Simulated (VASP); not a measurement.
# P (Fd-3m) in VASP: relaxation of cell and atoms with PBEsol

Aim: the relaxation of cell and atoms of P with PBEsol.

All numbers are computed with VASP 6.6.1; they aren't measurements. Logs are shortened: lines on timing, memory, paths and dates and some standing lists are left out, and cuts for length are marked.

**1. The cell of the first run**

The structure is cubic, space group Fd-3m (No. 227). The conventional cell has a = 5.313 Å, b = 5.313 Å, c = 5.313 Å, α = 90.00°, β = 90.00°, γ = 90.00°. Within 3.0 Å of P (site symmetry -43m) lie 4 P at 2.30 Å.

This isn't the form of P at room conditions, which is orthorhombic.

**2. Relaxation of cell and atoms, PBEsol**

INCAR reads:

```
PREC = Accurate
ENCUT = 600
EDIFF = 1E-6
ISMEAR = -1
SIGMA = 0.08
LREAL = False
LASPH = True
NELM = 60
ALGO = Normal
ISIF = 3
LWAVE = False
LCHARG = False
GGA = PS
IBRION = 2
NSW = 60
EDIFFG = -0.005
```

KPOINTS reads:

```
Automatic mesh
0
Gamma
  12 12 12
```

POSCAR reads:

```
P
1.0
    0.0000000000      2.6566464230      2.6566464230
    2.6566464230      0.0000000000      2.6566464230
    2.6566464230      2.6566464230      0.0000000000
P
2
Direct
   -0.1250000000     -0.1250000000     -0.1250000000
    0.1250000000      0.1250000000      0.1250000000
```

Potentials or basis: VASP PAW PBE potentials, release 64 (P).

Launch:

```
cat potpaw_PBE.64/P/POTCAR > POTCAR
mpirun -np 1 vasp_std > vasp.out
```

OUTCAR:

```text
PREC = Accurate
   ENCUT = 600
   EDIFF = 1E-6
   ISMEAR = -1
   LREAL = False
   LASPH = True
   NELM = 60
   ISIF = 3
   GGA = PS
   IBRION = 2
   NSW = 60
   EDIFFG = -0.005

 ion  position               nearest neighbor table
   1  0.875  0.875  0.875-   2 2.30   2 2.30   2 2.30   2 2.30
   2  0.125  0.125  0.125-   1 2.30   1 2.30   1 2.30   1 2.30

  LATTYP: Found a face centered cubic cell.
 ALAT       =     5.3132928460

  Lattice vectors:

 A1 = (   0.0000000000,   2.6566464230,   2.6566464230)
 A2 = (   2.6566464230,   0.0000000000,   2.6566464230)
 A3 = (   2.6566464230,   2.6566464230,   0.0000000000)

Analysis of symmetry for initial positions (statically):
=====================================================================
 Subroutine PRICEL returns:
 Original cell was already a primitive cell.

 Routine SETGRP: Setting up the symmetry group for a
 face centered cubic supercell.

 Subroutine GETGRP returns: Found 48 space group operations
 (whereof 12 operations were pure point group operations)
 out of a pool of 48 trial point group operations.

The static configuration has the point symmetry D_3d.
 The point group associated with its full space group is O_h .

Analysis of symmetry for dynamics (positions and initial velocities):
=====================================================================
 Subroutine PRICEL returns:
 Original cell was already a primitive cell.

 Routine SETGRP: Setting up the symmetry group for a
 face centered cubic supercell.

 Subroutine GETGRP returns: Found 48 space group operations
 (whereof 12 operations were pure point group operations)
 out of a pool of 48 trial point group operations.

The dynamic configuration has the point symmetry D_3d.
 The point group associated with its full space group is O_h .

 Subroutine INISYM returns: Found 48 space group operations
 (whereof 12 operations are pure point group operations),
 and found     1 'primitive' translations

----------------------------------------------------------------------------------------

                                     Primitive cell

  volume of cell :      37.5000

  direct lattice vectors                    reciprocal lattice vectors
     0.000000000  2.656646423  2.656646423    -0.188207206  0.188207206  0.188207206
     2.656646423  0.000000000  2.656646423     0.188207206 -0.188207206  0.188207206
     2.656646423  2.656646423  0.000000000     0.188207206  0.188207206 -0.188207206

  length of vectors
     3.757065402  3.757065402  3.757065402     0.325984443  0.325984443  0.325984443

  position of ions in fractional coordinates (direct lattice)
     0.875000000  0.875000000  0.875000000
     0.125000000  0.125000000  0.125000000

  ion indices of the primitive-cell ions
   primitive index   ion index
                 1           1
                 2           2

----------------------------------------------------------------------------------------

 KPOINTS: Automatic mesh

Automatic generation of k-mesh.
 Grid dimensions read from file:
 generate k-points for:   12   12   12

 Generating k-lattice:

  Cartesian coordinates                     Fractional coordinates (reciprocal lattice)
    -0.015683934  0.015683934  0.015683934     0.083333333  0.000000000  0.000000000
     0.015683934 -0.015683934  0.015683934     0.000000000  0.083333333  0.000000000
     0.015683934  0.015683934 -0.015683934     0.000000000  0.000000000  0.083333333

  Length of vectors
     0.027165370  0.027165370  0.027165370

  Shift w.r.t. Gamma in fractional coordinates (k-lattice)
     0.000000000  0.000000000  0.000000000

 Subroutine IBZKPT returns following result:
 ===========================================

 Found     72 irreducible k-points:

 Following reciprocal coordinates:
            Coordinates               Weight
  0.000000  0.000000  0.000000      1.000000
  0.083333  0.000000  0.000000      8.000000
  0.166667  0.000000  0.000000      8.000000
  0.250000  0.000000  0.000000      8.000000
  0.333333  0.000000  0.000000      8.000000
  0.416667  0.000000  0.000000      8.000000
[... 16 lines left out ...]
  0.500000  0.166667  0.000000     24.000000
 -0.416667  0.166667  0.000000     24.000000
 [... further k-points ...]
   k-points           NKPTS =     72   k-points in BZ     NKDIM =     72   number of bands    NBANDS=      9
   number of dos      NEDOS =    301   number of ions     NIONS =      2
   total plane-waves  NPLWV =  27000
   dimension x,y,z NGX =    30 NGY =   30 NGZ =   30
   dimension x,y,z NGXF=    60 NGYF=   60 NGZF=   60
   ions per type =               2
   NGX,Y,Z   is equivalent  to a cutoff of  13.27, 13.27, 13.27 a.u.
   NGXF,Y,Z  is equivalent  to a cutoff of  26.55, 26.55, 26.55 a.u.
 SYSTEM =  unknown system
   PREC   = accura    normal or accurate (medium, high low for compatibility)
   ISTART =      0    job   : 0-new  1-cont  2-samecut
   ICHARG =      2    charge: 1-file 2-atom 10-const
   ISPIN  =      1    spin polarized calculation?
   LNONCOLLINEAR =      F non collinear calculations
   LSORBIT =      F    spin-orbit coupling
   LASPH  =      T    aspherical Exc in radial PAW
   ENCUT  =  600.0 eV  44.10 Ry    6.64 a.u.   7.50  7.50  7.50*2*pi/ulx,y,z
   NELM   =     60;   NELMIN=  2; NELMDL= -5     # of ELM steps
   EDIFF  = 0.1E-05   stopping-criterion for ELM
   LREAL  =      F    real-space projection
   EDIFFG = -.5E-02   stopping-criterion for IOM
   NSW    =     60    number of steps for IOM
   IBRION =      2    ionic relax: 0-MD 1-quasi-New 2-CG
   NFREE  =      1    steps in history (QN), initial steepest desc. (CG)
   ISIF   =      3    stress and relaxation
   ISYM   =      2    0-nonsym 1-usesym 2-fastsym
   POTIM  = 0.5000    time-step for ionic-motion
   TEBEG  =    0.0;   TEEND  =   0.0 temperature during run
   PSTRESS=    0.0 pullay stress
   NELECT =      10.0000    total number of electrons
   NUPDOWN=      -1.0000    fix difference up-down
   EMIN   =  10.00;   EMAX   =-10.00  energy-range for DOS
   EFERMI =   0.00;   METHOD = LEGACY
   ISMEAR =    -1;   SIGMA  =   0.08  broadening in eV -4-tet -1-fermi 0-gaus
   EFERMI_NEDOS =   21; number of points for ismear=-14 and -15
   IALGO  =     38    algorithm
   IMIX   =      4    mixing-type and parameters
     AMIX     =   0.40;   BMIX     =  1.00
     AMIX_MAG =   1.60;   BMIX_MAG =  1.00
  volume/ion in A,a.u.               =      18.75       126.53
  Fermi-wavevector in a.u.,A,eV,Ry     =   1.053734  1.991269 15.107307  1.110356
  Thomas-Fermi vector in A             =   2.188867
   LORBIT       =      0    0 simple, 1 ext, 2 COOP (PROOUT), +10 PAW based schemes
   GGA     = PS    functional components
   LHFCALC =     F    Hartree Fock is set to
   AEXX    =    0.0000 exact exchange contribution
   IVDW    =     0    specifies the selected vdW correction
   LEPSILON=     F    determine dielectric tensor
   LRPA    =     F    only Hartree local field effects (RPA)
 conjugate gradient relaxation of ions
 non-spin polarized calculation
  energy-cutoff  :      600.00
  volume of cell :       37.50
 maximum number of plane-waves:      1283
   NGX = 15   NGY = 15   NGZ = 15

--------------------------------------- Ionic step        1  -------------------------------------------

 number of electron      10.0000000 magnetization

 number of electron       9.9999999 magnetization

 Free energy of the ion-electron system (eV)
  ---------------------------------------------------
  ext. energy  EPLUGINS =         0.00000000
  ---------------------------------------------------
  free energy    TOTEN  =       -10.45296861 eV

  energy without entropy =      -10.43610972  energy(sigma->0) =      -10.44453917

 E-fermi :   7.0137     XC(G=0): -10.0738

 val. band max:        7.0032261481   @ k =   0.4167   0.3333   0.0833
 cond. band min:       7.0564334688   @ k =   0.0833   0.0000   0.0000
 fundamental gap:      0.0532073208
 Fermi energy:         7.0137056908

 k-point     1 :       0.0000    0.0000    0.0000
  band No.  band energies     occupation
      1      -8.8709      2.00000
      2       3.6342      2.00000
      3       3.6342      2.00000
      4       3.6342      2.00000
      5       4.2937      2.00000
      6       6.8754      1.69867
      7       6.8754      1.69867
      8       6.8754      1.69867
      9      12.9311      0.00000

 k-point     2 :       0.0833    0.0000    0.0000
  band No.  band energies     occupation
      1      -8.7842      2.00000
      2       2.3758      2.00000
      3       3.5158      2.00000
      4       3.5158      2.00000
      5       5.1437      2.00000
      6       7.0564      0.73912
      7       7.0564      0.73912
      8       7.1671      0.25620
      9      13.2842      0.00000
[... 322 lines left out ...]
 POSITION                                       TOTAL-FORCE (eV/Angst)
 -----------------------------------------------------------------------------------
      4.71097      4.71097      4.71097         0.000000     -0.000000     -0.000000
      0.67300      0.67300      0.67300        -0.000000      0.000000      0.000000
 -----------------------------------------------------------------------------------
    total drift:                               -0.000000      0.000000      0.000000

  FREE ENERGIE OF THE ION-ELECTRON SYSTEM (eV)
  ---------------------------------------------------
  free  energy   TOTEN  =       -10.4648574241 eV

  energy  without entropy=      -10.4497815881  energy(sigma->0) =      -10.45731951

--------------------------------------- Ionic step        3  -------------------------------------------

 number of electron      10.0000000 magnetization

 Free energy of the ion-electron system (eV)
  ---------------------------------------------------
  ext. energy  EPLUGINS =         0.00000000
  ---------------------------------------------------
  free energy    TOTEN  =       -10.46496291 eV

  energy without entropy =      -10.45005051  energy(sigma->0) =      -10.45750671

 E-fermi :   6.4773     XC(G=0):  -9.8872

 val. band max:        6.4263252620   @ k =   0.0000   0.0000   0.0000
 cond. band min:       6.4806699009   @ k =   0.4167   0.3333   0.0833
 fundamental gap:      0.0543446389
 Fermi energy:         6.4772789539

 k-point     1 :       0.0000    0.0000    0.0000
  band No.  band energies     occupation
      1      -8.9941      2.00000
      2       3.2498      2.00000
      3       3.2498      2.00000
      4       3.2498      2.00000
      5       3.4041      2.00000
      6       6.4263      1.30812
      7       6.4263      1.30812
      8       6.4263      1.30811
      9      12.3189      0.00000

 k-point     2 :       0.0833    0.0000    0.0000
  band No.  band energies     occupation
      1      -8.9109      2.00000
      2       1.8598      2.00000
      3       3.1365      2.00000
      4       3.1365      2.00000
      5       4.4232      2.00000
      6       6.5993      0.35722
      7       6.5993      0.35722
      8       6.6855      0.13784
      9      12.6581      0.00000
[... 286 lines left out ...]
 POSITION                                       TOTAL-FORCE (eV/Angst)
 -----------------------------------------------------------------------------------
      4.71757      4.71757      4.71757        -0.000000     -0.000000     -0.000000
      0.67394      0.67394      0.67394         0.000000      0.000000      0.000000
 -----------------------------------------------------------------------------------
    total drift:                               -0.000000      0.000000      0.000000

  FREE ENERGIE OF THE ION-ELECTRON SYSTEM (eV)
  ---------------------------------------------------
  free  energy   TOTEN  =       -10.4649629123 eV

  energy  without entropy=      -10.4500505148  energy(sigma->0) =      -10.45750671

 reached required accuracy - stopping structural energy minimisation
```

It took 84 s on 1 thread of Intel Xeon 8259CL, shared host; peak memory 0.17 GiB.

What came out:

| Quantity | Value |
| --- | --- |
| Free energy | -10.4650 eV |
| Relaxed volume | 19.59 Å³/atom |
| Relaxed cell | a = 3.812 Å, b = 3.812 Å, c = 3.812 Å, α = 60.00°, β = 60.00°, γ = 60.00° |
| Space group after relaxing (to 0.1 Å) | Fd-3m (No. 227) |
| Energy gained by relaxing | 6.0 meV/atom |
| Ionic steps | 3 |
| Pressure after relaxing | 0.0 GPa |
| Band gap on the k mesh | zero (bands 5 and 6 overlap by 3.01 eV) |

The path:
| step | energy change (eV) | largest force (eV/Å) | pressure (GPa) | volume (Å³) |
| --- | --- | --- | --- | --- |
| 1 | 0.0000 | 0.0000 | 2.36 | 37.50 |
| 2 | -0.0119 | 0.0000 | 0.21 | 39.02 |
| 3 | -0.0120 | 0.0000 | 0.00 | 39.18 |

Final structure:
```
P
1.0
     0.00000    2.69575    2.69575
     2.69575    0.00000    2.69575
     2.69575    2.69575    0.00000
P
2
Direct
  0.87500 0.87500 0.87500
  0.12500 0.12500 0.12500
```

Caveat: the PAW data sets were made with another functional, which shifts forces and pressure a little.
